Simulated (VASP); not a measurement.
# Al3Cu (P4/mmm) in VASP: further runs

Runs on Al3Cu. Level: r2SCAN. Tasks: single point.

Program: VASP 6.6.1. These are calculated values, not measurements. Logs are shortened: lines on timing, memory, paths and dates and some standing lists are left out, and cuts for length are marked.

## (1) The cell of the first run

Symmetry: P4/mmm, No. 123, tetragonal system. The conventional cell has a = 2.778 Å, b = 2.778 Å, c = 7.513 Å, α = 90.00°, β = 90.00°, γ = 90.00°. Al (site symmetry 4/mmm) has 12 Al at 2.78 to 2.85 Å within 3.7 Å. Al (site symmetry 4mm) has 4 Cu at 2.60 Å and 9 Al at 2.78 to 3.40 Å within 3.4 Å. Cu (site symmetry 4/mmm) has 8 Al at 2.60 Å and 4 Cu at 2.78 Å within 3.4 Å.

## (2) Single point, r2SCAN

File POSCAR:

```
Al3Cu
1.0
    2.7784054294      0.0000000000      0.0000000000
    0.0000000000      2.7784054294      0.0000000000
    0.0000000000      0.0000000000      7.5134034100
Al Cu
3 1
Direct
    0.0000000000      0.0000000000      0.5000000000
    0.5000000000      0.5000000000      0.2261155100
    0.5000000000      0.5000000000      0.7738844900
    0.0000000000      0.0000000000      0.0000000000
```

File INCAR.step1:

```
SYSTEM = Al3Cu
PREC = Accurate
ENCUT = 520
ISMEAR = 0
SIGMA = 0.1
LREAL = .False.
LASPH = .True.
NELM = 100
NBANDS = 18
GGA = PE
ALGO = Normal
EDIFF = 1E-4
LWAVE = .True.
LCHARG = .False.
```

File INCAR.step2:

```
SYSTEM = Al3Cu
PREC = Accurate
ENCUT = 520
EDIFF = 1E-7
ISMEAR = 0
SIGMA = 0.1
LREAL = .False.
LASPH = .True.
NELM = 100
ALGO = Normal
ISIF = 2
LWAVE = .False.
LCHARG = .True.
METAGGA = R2SCAN
LMIXTAU = .True.
LELF = .True.
LVHAR = .True.
NBANDS = 18
ISTART = 1
```

File KPOINTS:

```
regular mesh
0
Gamma
  1 1 1
  0 0 0
```

Potentials or basis: VASP PAW PBE potentials, release 64 (Al, Cu).

On the command line:

```
> cat potpaw_PBE.64/Al/POTCAR potpaw_PBE.64/Cu/POTCAR > POTCAR
> cp INCAR.step1 INCAR
> mpirun -np 1 vasp_gam > vasp.out
> cp INCAR.step2 INCAR
> mpirun -np 1 vasp_gam > vasp.out
```

OUTCAR:

```text
SYSTEM = Al3Cu
   PREC = Accurate
   ENCUT = 520
   EDIFF = 1E-7
   ISMEAR = 0
   LREAL = .False.
   LASPH = .True.
   NELM = 100
   ISIF = 2
   METAGGA = R2SCAN
   ISTART = 1

 ion  position               nearest neighbor table
   1  0.000  0.000  0.500-   2 2.85   3 2.85   2 2.85   3 2.85   2 2.85   3 2.85   2 2.85   3 2.85

   2  0.500  0.500  0.226-   4 2.60   4 2.60   4 2.60   4 2.60   1 2.85   1 2.85   1 2.85   1 2.85

   3  0.500  0.500  0.774-   4 2.60   4 2.60   4 2.60   4 2.60   1 2.85   1 2.85   1 2.85   1 2.85

   4  0.000  0.000  0.000-   2 2.60   3 2.60   2 2.60   3 2.60   2 2.60   3 2.60   2 2.60   3 2.60

  LATTYP: Found a simple tetragonal cell.
 ALAT       =     2.7784054294
 C/A-ratio  =     2.7042141980

  Lattice vectors:

 A1 = (   2.7784054294,   0.0000000000,   0.0000000000)
 A2 = (   0.0000000000,   2.7784054294,   0.0000000000)
 A3 = (   0.0000000000,   0.0000000000,   7.5134034100)

Analysis of symmetry for initial positions (statically):
=====================================================================
 Subroutine PRICEL returns:
 Original cell was already a primitive cell.

 Routine SETGRP: Setting up the symmetry group for a
 simple tetragonal supercell.

 Subroutine GETGRP returns: Found 16 space group operations
 (whereof 16 operations were pure point group operations)
 out of a pool of 16 trial point group operations.

The static configuration has the point symmetry D_4h.

Analysis of symmetry for dynamics (positions and initial velocities):
=====================================================================
 Subroutine PRICEL returns:
 Original cell was already a primitive cell.

 Routine SETGRP: Setting up the symmetry group for a
 simple tetragonal supercell.

 Subroutine GETGRP returns: Found 16 space group operations
 (whereof 16 operations were pure point group operations)
 out of a pool of 16 trial point group operations.

The dynamic configuration has the point symmetry D_4h.

 Subroutine INISYM returns: Found 16 space group operations
 (whereof 16 operations are pure point group operations),
 and found     1 'primitive' translations

----------------------------------------------------------------------------------------

                                     Primitive cell

  volume of cell :      58.0000

  direct lattice vectors                    reciprocal lattice vectors
[... 65 lines left out ...]
   ENCUT  =  520.0 eV  38.22 Ry    6.18 a.u.   5.17  5.17 13.97*2*pi/ulx,y,z
   NELM   =    100;   NELMIN=  2; NELMDL=  0     # of ELM steps
   EDIFF  = 0.1E-06   stopping-criterion for ELM
   LREAL  =      F    real-space projection
   EDIFFG = 0.1E-05   stopping-criterion for IOM
   NSW    =      0    number of steps for IOM
   IBRION =     -1    ionic relax: 0-MD 1-quasi-New 2-CG
   NFREE  =      0    steps in history (QN), initial steepest desc. (CG)
   ISIF   =      2    stress and relaxation
   ISYM   =      2    0-nonsym 1-usesym 2-fastsym
   POTIM  = 0.5000    time-step for ionic-motion
   TEBEG  =    0.0;   TEEND  =   0.0 temperature during run
   PSTRESS=    0.0 pullay stress
   NELECT =      20.0000    total number of electrons
   NUPDOWN=      -1.0000    fix difference up-down
   EMIN   =  10.00;   EMAX   =-10.00  energy-range for DOS
   EFERMI =   0.00;   METHOD = LEGACY
   ISMEAR =     0;   SIGMA  =   0.10  broadening in eV -4-tet -1-fermi 0-gaus
   EFERMI_NEDOS =   21; number of points for ismear=-14 and -15
   IALGO  =     38    algorithm
   IMIX   =      4    mixing-type and parameters
     AMIX     =   0.40;   BMIX     =  1.00
     AMIX_MAG =   1.60;   BMIX_MAG =  1.00
  volume/ion in A,a.u.               =      14.50        97.85
  Fermi-wavevector in a.u.,A,eV,Ry     =   1.148001  2.169407 17.931197  1.317906
  Thomas-Fermi vector in A             =   2.284678
   LORBIT       =      0    0 simple, 1 ext, 2 COOP (PROOUT), +10 PAW based schemes
   METAGGA = R2SCAN    functional components
   LHFCALC =     F    Hartree Fock is set to
   AEXX    =    0.0000 exact exchange contribution
   IVDW    =     0    specifies the selected vdW correction
   LEPSILON=     F    determine dielectric tensor
   LRPA    =     F    only Hartree local field effects (RPA)
 non-spin polarized calculation
 Gauss-broadening in eV      SIGMA  =   0.10
  energy-cutoff  :      520.00
  volume of cell :       58.00
 maximum number of plane-waves:       786
 NGX is ok and might be reduce to    24
   NGX = 11   NGY = 11   NGZ = 27

 number of electron      20.0000013 magnetization

 Free energy of the ion-electron system (eV)
  ---------------------------------------------------
  ext. energy  EPLUGINS =         0.00000000
  ---------------------------------------------------
  free energy    TOTEN  =       -43.33855628 eV

  energy without entropy =      -43.33855628  energy(sigma->0) =      -43.33855628

 E-fermi :  10.5724     XC(G=0): -11.6931

 val. band max:       10.1091557362   @ k =   0.0000   0.0000   0.0000
 cond. band min:      14.0468738068   @ k =   0.0000   0.0000   0.0000
 fundamental gap:      3.9377180706
 Fermi energy:        10.5723970949

 k-point     1 :       0.0000    0.0000    0.0000
  band No.  band energies     occupation
      1      -4.1092      2.00000
      2      -1.1974      2.00000
      3       0.3356      2.00000
      4       6.6279      2.00000
      5       6.8081      2.00000
      6       7.3213      2.00000
[... 10 lines left out ...]
     17      18.9326      0.00000
     18      19.1170      0.00000

------------------------ aborting loop because EDIFF is reached ----------------------------------------

  FORCE on cell =-STRESS in cart. coord.  units (eV):
  Direction    XX          YY          ZZ          XY          YZ          ZX
  --------------------------------------------------------------------------------------
  -------------------------------------------------------------------------------------
  Total      -40.0583872    -40.0583872     63.8169703      0.0000000      0.0000000      0.0000000
  in kB    -1106.5628796  -1106.5628796   1762.8640397      0.0000000      0.0000000      0.0000000
  external PRESSURE =    -150.0872398 kB  Pullay stress =       0.0000000 kB

 VOLUME and BASIS-vectors are now :
 -----------------------------------------------------------------------------
  energy-cutoff  :      520.00
  volume of cell :       58.00
      direct lattice vectors                 reciprocal lattice vectors
     2.778405429  0.000000000  0.000000000     0.359918675  0.000000000  0.000000000
     0.000000000  2.778405429  0.000000000     0.000000000  0.359918675  0.000000000
     0.000000000  0.000000000  7.513403410     0.000000000  0.000000000  0.133095476

 POSITION                                       TOTAL-FORCE (eV/Angst)
 -----------------------------------------------------------------------------------
      0.00000      0.00000      3.75670         0.000000      0.000000     -0.000000
      1.38920      1.38920      1.69890         0.000000     -0.000000     -5.047672
      1.38920      1.38920      5.81451        -0.000000     -0.000000      5.047672
      0.00000      0.00000      0.00000         0.000000      0.000000     -0.000000
 -----------------------------------------------------------------------------------
    total drift:                                0.000000      0.000000     -0.000000

  FREE ENERGIE OF THE ION-ELECTRON SYSTEM (eV)
  ---------------------------------------------------
  free  energy   TOTEN  =       -43.3385562798 eV

  energy  without entropy=      -43.3385562798  energy(sigma->0) =      -43.33855628
```

OUTCAR.step1:

```text
SYSTEM = Al3Cu
   PREC = Accurate
   ENCUT = 520
   ISMEAR = 0
   LREAL = .False.
   LASPH = .True.
[... 228 lines left out ...]
      1.38920      1.38920      1.69890         0.000000     -0.000000     -4.823817
      1.38920      1.38920      5.81451        -0.000000     -0.000000      4.823817
      0.00000      0.00000      0.00000        -0.000000      0.000000      0.000000
 -----------------------------------------------------------------------------------
    total drift:                                0.000000      0.000000     -0.000000

  FREE ENERGIE OF THE ION-ELECTRON SYSTEM (eV)
  ---------------------------------------------------
  free  energy   TOTEN  =       -26.5763250619 eV

  energy  without entropy=      -26.5763250619  energy(sigma->0) =      -26.57632506
```

OSZICAR.step1:

```text
N       E                     dE             d eps       ncg     rms          rms(c)
DAV:   1     0.753645550184E+02    0.75365E+02   -0.89767E+03    46   0.143E+03
DAV:   2    -0.202402395080E+02   -0.95605E+02   -0.90900E+02    36   0.243E+02
DAV:   3    -0.271952018869E+02   -0.69550E+01   -0.69084E+01    56   0.652E+01
DAV:   4    -0.273240339082E+02   -0.12883E+00   -0.12813E+00    56   0.698E+00
DAV:   5    -0.273285257290E+02   -0.44918E-02   -0.44906E-02    48   0.128E+00    0.596E+00
DAV:   6    -0.268357891895E+02    0.49274E+00   -0.26080E+00    48   0.268E+01    0.275E+00
DAV:   7    -0.266546987836E+02    0.18109E+00   -0.76888E-01    48   0.155E+01    0.182E+00
DAV:   8    -0.265735336331E+02    0.81165E-01   -0.34249E-01    48   0.552E+00    0.239E-01
DAV:   9    -0.265762378846E+02   -0.27043E-02   -0.49232E-02    48   0.252E+00    0.512E-01
DAV:  10    -0.265763250619E+02   -0.87177E-04   -0.94198E-04    40   0.177E-01
   1 F= -.26576325E+02 E0= -.26576325E+02  d E =-.278931E-12
```

It took 31 s on 1 thread of AMD EPYC 7R13, shared host; peak memory 0.15 GiB.

Results:

```
Free energy            : -43.3386 eV
Pressure               : -15.0 GPa
Largest force          : 5.048 eV/Å
Band gap on the k mesh : 3.94 eV
```

Forces in eV/Å, atoms in the order of the input:
```
Al   0.000  0.000  0.000
Al   0.000  0.000 -5.048
Al   0.000  0.000  5.048
Cu   0.000  0.000  0.000
```

Stress tensor (GPa, compression positive):
```
-110.66    0.00    0.00
   0.00 -110.66    0.00
   0.00    0.00  176.29
```

Levels at points of the mesh, in eV from the valence-band top:
```tsv
k point	band 8	band 9	band 10	band 11	band 12	band 13
(0.00, 0.00, 0.00)	-1.75	-1.27	0.00	3.94	4.67	4.67
```

Caveat: the k points lie up to 2.26 Å⁻¹ apart; the PAW data sets were made with another functional, which shifts forces and pressure a little.

## (3) Single point, r2SCAN

POSCAR is that of step 2.

File INCAR.step1:

```
SYSTEM = Al3Cu
PREC = Accurate ; ENCUT = 520
ISMEAR = 0 ; SIGMA = 0.1
LREAL = .False. ; LASPH = .True.
NELM = 100 ; NBANDS = 18
GGA = PE ; ALGO = Normal
EDIFF = 1E-4 ; LWAVE = .True.
LCHARG = .False.
```

File INCAR.step2:

```
SYSTEM = Al3Cu
PREC = Accurate ; ENCUT = 520
EDIFF = 1E-6 ; ISMEAR = 0
SIGMA = 0.1 ; LREAL = .False.
LASPH = .True. ; NELM = 100
ALGO = Normal ; ISIF = 2
LWAVE = .False. ; LCHARG = .False.
METAGGA = R2SCAN ; LMIXTAU = .True.
NBANDS = 18 ; ISTART = 1
```

File KPOINTS:

```
regular mesh
0
Gamma
  8 8 4
  0 0 0
```

Potentials or basis: VASP PAW PBE potentials, release 64 (Al, Cu).

On the command line:

```
> cat potpaw_PBE.64/Al/POTCAR potpaw_PBE.64/Cu/POTCAR > POTCAR
> cp INCAR.step1 INCAR
> mpirun -np 1 vasp_std > vasp.out
> cp INCAR.step2 INCAR
> mpirun -np 1 vasp_std > vasp.out
```

It took 76 s on 1 thread of Intel Xeon 6975P-C (Granite Rapids), shared host; peak memory 0.2 GiB.

The run converged. Its results:

```
Free energy            : -31.3645 eV
Pressure               : 0.4 GPa
Largest force          : 0.108 eV/Å
Band gap on the k mesh : zero (band 10 reaches 13.17 eV, above the bottom of band 11 at 6.67 eV)
```

Forces on the atoms (eV/Å):
```
Al   0.000  0.000  0.000
Al   0.000  0.000 -0.108
Al   0.000  0.000  0.108
Cu   0.000  0.000  0.000
```

Stress tensor (GPa, compression positive):
```
0.03 0.00 0.00
0.00 0.03 0.00
0.00 0.00 1.03
```

Levels at points of the mesh, in eV from the Fermi level:
```csv
k point,band 8,band 9,band 10,band 11,band 12,band 13
"(0.00, 0.00, 0.00)",-3.29,-1.79,0.82,6.57,7.08,7.08
"(0.50, 0.00, 0.00)",-3.74,-3.58,-2.40,-1.84,2.96,4.21
"(0.50, 0.50, 0.00)",-0.59,-0.37,0.21,0.21,0.49,0.49
"(0.00, 0.00, 0.50)",-3.62,-3.29,4.66,6.20,6.56,7.61
"(0.50, 0.00, 0.50)",-3.58,-2.71,-1.01,-0.87,0.17,1.06
"(0.50, 0.50, 0.50)",-1.87,-1.87,-0.63,-0.57,0.63,2.00
```

Caveat: the PAW data sets were made with another functional, which shifts forces and pressure a little.

## (4) Single point, r2SCAN

POSCAR is that of step 3.

File INCAR.step1:

```
ALGO = Normal
EDIFF = 1E-4
ENCUT = 520
GGA = PE
ISMEAR = 0
LASPH = T
LCHARG = F
LREAL = F
LWAVE = T
NBANDS = 18
NELM = 60
PREC = Accurate
SIGMA = 0.1
```

File INCAR.step2:

```
ALGO = Normal
EDIFF = 1E-6
ENCUT = 520
ISIF = 2
ISMEAR = 0
ISTART = 1
LASPH = T
LCHARG = T
LELF = T
LMIXTAU = T
LREAL = F
LVHAR = T
LWAVE = F
METAGGA = R2SCAN
NBANDS = 18
NELM = 60
PREC = Accurate
SIGMA = 0.1
```

File KPOINTS:

```
k-points
0
Gamma
  10 10 4
```

On the command line:

```
> cat potpaw_PBE.64/Al/POTCAR potpaw_PBE.64/Cu/POTCAR > POTCAR
> cp INCAR.step1 INCAR
> mpirun -np 1 vasp_std > vasp.out
> cp INCAR.step2 INCAR
> mpirun -np 1 vasp_std > vasp.out
```

Run time: 91 s. Hardware: 1 thread of Intel Xeon 6975P-C (Granite Rapids), shared host; peak memory 0.21 GiB.

The run converged. Its results:

* Free energy: -31.4340 eV
* Pressure: 0.4 GPa
* Largest force: 0.121 eV/Å
* Band gap on the k mesh: zero (band 10 reaches 13.17 eV, above the bottom of band 11 at 6.67 eV)

Forces on the atoms (eV/Å):
```
Al   0.000  0.000  0.000
Al   0.000  0.000 -0.121
Al   0.000  0.000  0.121
Cu   0.000  0.000  0.000
```

Stress tensor (GPa, compression positive):
```
-0.16  0.00  0.00
 0.00 -0.16  0.00
 0.00  0.00  1.57
```

Levels at points of the mesh, in eV from the Fermi level:
```csv
k point,band 8,band 9,band 10,band 11,band 12,band 13
"(0.00, 0.00, 0.00)",-3.38,-1.88,0.73,6.48,6.99,6.99
"(0.50, 0.00, 0.00)",-3.83,-3.67,-2.49,-1.93,2.87,4.12
"(0.50, 0.50, 0.00)",-0.67,-0.46,0.13,0.13,0.40,0.40
"(0.00, 0.00, 0.50)",-3.71,-3.38,4.57,6.12,6.48,7.53
"(0.50, 0.00, 0.50)",-3.67,-2.80,-1.09,-0.96,0.09,0.97
"(0.50, 0.50, 0.50)",-1.96,-1.96,-0.71,-0.66,0.54,1.91
```

Caveat: the PAW data sets were made with another functional, which shifts forces and pressure a little.

## (5) The runs side by side

| k mesh | gap on the mesh (eV) | pressure (GPa) | largest force (eV/Å) |
| --- | --- | --- | --- |
| 1 × 1 × 1 | 3.94 | -15.0 | 5.05 |
| 8 × 8 × 4 | none | 0.4 | 0.11 |
| 10 × 10 × 4 | none | 0.4 | 0.12 |

Alike in all rows: task single point; level r2SCAN; potentials or basis VASP PAW PBE potentials, release 64 (Al, Cu); no spin polarisation; cell as given; cutoff (eV) 520; smearing gaussian 0.1 eV.

Caveats: some runs use coarse meshes; the PAW data sets were made with another functional, which shifts forces and pressure a little.

Total energies depend on the potentials used, so only differences within one code and one set of settings carry meaning.
